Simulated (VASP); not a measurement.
# Ca (Fm-3m) in VASP: a series of runs

Runs on Ca. Level: PBE. Tasks: single point.

All numbers are computed with VASP 6.6.1; they aren't measurements. Logs are shortened: lines on timing, memory, paths and dates and some standing lists are left out, and cuts for length are marked.

## 1. The cell of the first run

It takes space group Fm-3m (No. 225, cubic). Conventional cell: a = 5.644 Å, b = 5.644 Å, c = 5.644 Å, α = 90.00°, β = 90.00°, γ = 90.00°. Within 5.2 Å of Ca (site symmetry m-3m) lie 12 Ca at 3.99 Å.

## 2. Single point, PBE (volume scaled by 1.03)

INCAR

```
PREC = Accurate ; ENCUT = 520
EDIFF = 1E-6 ; ISMEAR = -1
SIGMA = 0.05 ; LREAL = False
LASPH = True ; NELM = 60
ALGO = Normal ; ISIF = 2
LWAVE = False ; LCHARG = False
GGA = PE ; NBANDS = 11
```

KPOINTS

```
Automatic mesh
0
Gamma
  11 11 11
```

POSCAR

```
Ca
1.0
    0.0000000000      2.8218671459      2.8218671459
    2.8218671459      0.0000000000      2.8218671459
    2.8218671459      2.8218671459      0.0000000000
Ca
1
Direct
    0.0000000000      0.0000000000      0.0000000000
```

Potentials or basis: VASP PAW PBE potentials, release 64 (Ca_sv).

Run with:

```sh
cat potpaw_PBE.64/Ca_sv/POTCAR > POTCAR
mpirun -np 1 vasp_std > vasp.out
```

OUTCAR:

```text
PREC = Accurate
   ENCUT = 520
   EDIFF = 1E-6
   ISMEAR = -1
   LREAL = False
   LASPH = True
   NELM = 60
   ISIF = 2
   GGA = PE

 ion  position               nearest neighbor table
   1  0.000  0.000  0.000-

  LATTYP: Found a face centered cubic cell.
 ALAT       =     5.6437342918

  Lattice vectors:

 A1 = (   0.0000000000,   2.8218671459,   2.8218671459)
 A2 = (   2.8218671459,   0.0000000000,   2.8218671459)
 A3 = (   2.8218671459,   2.8218671459,   0.0000000000)

Analysis of symmetry for initial positions (statically):
=====================================================================
 Subroutine PRICEL returns:
 Original cell was already a primitive cell.

 Routine SETGRP: Setting up the symmetry group for a
 face centered cubic supercell.

 Subroutine GETGRP returns: Found 48 space group operations
 (whereof 48 operations were pure point group operations)
 out of a pool of 48 trial point group operations.

The static configuration has the point symmetry O_h .

Analysis of symmetry for dynamics (positions and initial velocities):
=====================================================================
 Subroutine PRICEL returns:
 Original cell was already a primitive cell.

 Routine SETGRP: Setting up the symmetry group for a
 face centered cubic supercell.

 Subroutine GETGRP returns: Found 48 space group operations
 (whereof 48 operations were pure point group operations)
 out of a pool of 48 trial point group operations.

The dynamic configuration has the point symmetry O_h .

 Subroutine INISYM returns: Found 48 space group operations
 (whereof 48 operations are pure point group operations),
 and found     1 'primitive' translations

----------------------------------------------------------------------------------------

                                     Primitive cell

  volume of cell :      44.9407

  direct lattice vectors                    reciprocal lattice vectors
     0.000000000  2.821867146  2.821867146    -0.177187647  0.177187647  0.177187647
     2.821867146  0.000000000  2.821867146     0.177187647 -0.177187647  0.177187647
     2.821867146  2.821867146  0.000000000     0.177187647  0.177187647 -0.177187647

  length of vectors
     3.990722789  3.990722789  3.990722789     0.306898007  0.306898007  0.306898007

  position of ions in fractional coordinates (direct lattice)
     0.000000000  0.000000000  0.000000000

[... 74 lines left out ...]
   NELM   =     60;   NELMIN=  2; NELMDL= -5     # of ELM steps
   EDIFF  = 0.1E-05   stopping-criterion for ELM
   LREAL  =      F    real-space projection
   EDIFFG = 0.1E-04   stopping-criterion for IOM
   NSW    =      0    number of steps for IOM
   IBRION =     -1    ionic relax: 0-MD 1-quasi-New 2-CG
   NFREE  =      0    steps in history (QN), initial steepest desc. (CG)
   ISIF   =      2    stress and relaxation
   ISYM   =      2    0-nonsym 1-usesym 2-fastsym
   POTIM  = 0.5000    time-step for ionic-motion
   TEBEG  =    0.0;   TEEND  =   0.0 temperature during run
   PSTRESS=    0.0 pullay stress
   NELECT =      10.0000    total number of electrons
   NUPDOWN=      -1.0000    fix difference up-down
   EMIN   =  10.00;   EMAX   =-10.00  energy-range for DOS
   EFERMI =   0.00;   METHOD = LEGACY
   ISMEAR =    -1;   SIGMA  =   0.05  broadening in eV -4-tet -1-fermi 0-gaus
   EFERMI_NEDOS =   21; number of points for ismear=-14 and -15
   IALGO  =     38    algorithm
   IMIX   =      4    mixing-type and parameters
     AMIX     =   0.40;   BMIX     =  1.00
     AMIX_MAG =   1.60;   BMIX_MAG =  1.00
  volume/ion in A,a.u.               =      44.94       303.27
  Fermi-wavevector in a.u.,A,eV,Ry     =   0.992038  1.874680 13.390027  0.984139
  Thomas-Fermi vector in A             =   2.123822
   LORBIT       =      0    0 simple, 1 ext, 2 COOP (PROOUT), +10 PAW based schemes
   GGA     = PE    functional components
   LHFCALC =     F    Hartree Fock is set to
   AEXX    =    0.0000 exact exchange contribution
   IVDW    =     0    specifies the selected vdW correction
   LEPSILON=     F    determine dielectric tensor
   LRPA    =     F    only Hartree local field effects (RPA)
 non-spin polarized calculation
  energy-cutoff  :      520.00
  volume of cell :       44.94
 maximum number of plane-waves:      1243
 NGX is ok and might be reduce to    30
   NGX = 15   NGY = 15   NGZ = 15

 number of electron      10.0000000 magnetization

 Free energy of the ion-electron system (eV)
  ---------------------------------------------------
  ext. energy  EPLUGINS =         0.00000000
  ---------------------------------------------------
  free energy    TOTEN  =        -1.92725596 eV

  energy without entropy =       -1.91594761  energy(sigma->0) =       -1.92160178

 E-fermi :   1.7147     XC(G=0):  -7.5439

 val. band max:        1.7034248877   @ k =   0.4545   0.0000   0.0000
 cond. band min:       1.7394005939   @ k =  -0.3636   0.2727   0.0909
 fundamental gap:      0.0359757061
 Fermi energy:         1.7147450524

 k-point     1 :       0.0000    0.0000    0.0000
  band No.  band energies     occupation
      1     -40.4466      2.00000
      2     -21.3701      2.00000
      3     -21.3701      2.00000
      4     -21.3701      2.00000
      5      -2.1961      2.00000
      6       3.9685      0.00000
      7       3.9685      0.00000
      8       3.9685      0.00000
      9       4.9608      0.00000
     10       4.9608      0.00000
     11      10.5660      0.00000
[... 309 lines left out ...]
 k-point    24 :      -0.1818    0.1818    0.0000
  band No.  band energies     occupation
      1     -40.4400      2.00000
      2     -21.4300      2.00000
      3     -21.3956      2.00000
      4     -21.3780      2.00000
      5      -0.8444      2.00000
      6       3.0150      0.00000
      7       3.7308      0.00000
      8       4.4361      0.00000
      9       4.4973      0.00000
     10       5.4077      0.00000
     11       8.7564      0.00000

 [... further k-points ...]
[... 5 lines left out ...]
  --------------------------------------------------------------------------------------
  -------------------------------------------------------------------------------------
  Total       -0.2789108     -0.2789108     -0.2789108      0.0000000      0.0000000      0.0000000
  in kB       -9.9434301     -9.9434301     -9.9434301      0.0000000      0.0000000      0.0000000
  external PRESSURE =      -9.9434301 kB  Pullay stress =       0.0000000 kB

 VOLUME and BASIS-vectors are now :
 -----------------------------------------------------------------------------
  energy-cutoff  :      520.00
  volume of cell :       44.94
      direct lattice vectors                 reciprocal lattice vectors
     0.000000000  2.821867146  2.821867146    -0.177187647  0.177187647  0.177187647
     2.821867146  0.000000000  2.821867146     0.177187647 -0.177187647  0.177187647
     2.821867146  2.821867146  0.000000000     0.177187647  0.177187647 -0.177187647

 POSITION                                       TOTAL-FORCE (eV/Angst)
 -----------------------------------------------------------------------------------
      0.00000      0.00000      0.00000         0.000000      0.000000     -0.000000
 -----------------------------------------------------------------------------------
    total drift:                               -0.000000     -0.000000      0.000000

  FREE ENERGIE OF THE ION-ELECTRON SYSTEM (eV)
  ---------------------------------------------------
  free  energy   TOTEN  =        -1.9272559567 eV

  energy  without entropy=       -1.9159476097  energy(sigma->0) =       -1.92160178
```

It took 23 s on 1 thread of Intel Xeon 6975P-C, shared host; peak memory 0.18 GiB.

Results:

| Property | Result |
| --- | --- |
| Free energy | -1.9273 eV |
| Pressure | -1.0 GPa |
| Band gap on the k mesh | zero (band 5 reaches 1.89 eV, above the bottom of band 6 at 1.56 eV) |

## 3. Single point, PBE (volume scaled by 1.06)

INCAR

```
PREC = Accurate ; ENCUT = 520
EDIFF = 1E-7 ; ISMEAR = -1
SIGMA = 0.05 ; LREAL = F
LASPH = T ; NELM = 80
ALGO = Normal ; ISIF = 2
LWAVE = F ; LCHARG = F
GGA = PE ; NBANDS = 11
```

KPOINTS is that of step 2.

POSCAR

```
Ca
1.0
    0.0000000000      2.8490021484      2.8490021484
    2.8490021484      0.0000000000      2.8490021484
    2.8490021484      2.8490021484      0.0000000000
Ca
1
Direct
    0.0000000000      0.0000000000      0.0000000000
```

Potentials or basis: VASP PAW PBE potentials, release 64 (Ca_sv).

Run with:

```sh
cat potpaw_PBE.64/Ca_sv/POTCAR > POTCAR
mpirun -np 1 vasp_std > vasp.out
```

Run time: 29 s. Hardware: 1 thread of Intel Xeon 6975P-C, shared host; peak memory 0.18 GiB.

Results (log left out):

- Free energy: -1.9178 eV
- Pressure: -1.4 GPa
- Band gap on the k mesh: zero (band 5 reaches 1.80 eV, above the bottom of band 6 at 1.44 eV)

Levels at points of the mesh, in eV from the Fermi level:
```csv
k point,band 3,band 4,band 5,band 6,band 7,band 8
"(0.00, 0.00, 0.00)",-23.16,-23.16,-3.86,2.21,2.21,2.21
```
